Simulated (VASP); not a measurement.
Crystal: LiCl.

```xyz
2
Lattice="0.0000 2.7330 2.7330 2.7330 0.0000 2.7330 2.7330 2.7330 0.0000" Properties=species:S:1:pos:R:3 pbc="T T T"
Li    0.0000    0.0000    0.0000
Cl    1.3665    1.3665    1.3665
```

Base run:

```yaml
Program: VASP 6.6.1
Functional: r2SCAN
Potentials_or_basis: VASP PAW PBE potentials, release 64 (Li_sv, Cl)
Cutoff: 520 eV
k_mesh: 8 × 8 × 8
Occupations: gaussian, width 0.01 eV
Spin: no spin polarisation
```

Its results: band gap on the k mesh 6.77 eV, direct.

Question: The run is repeated on the same cell with these changes: functional from r2SCAN to PBE; further incar settings from ALGO = Normal; EDIFF = 1e-06; NBANDS = 12 to ALGO = Normal; EDIFF = 1e-07; NBANDS = 12. What comes out?

Answer: Band gap on the k mesh 6.06 eV, direct.

A k mesh can miss the band edges.
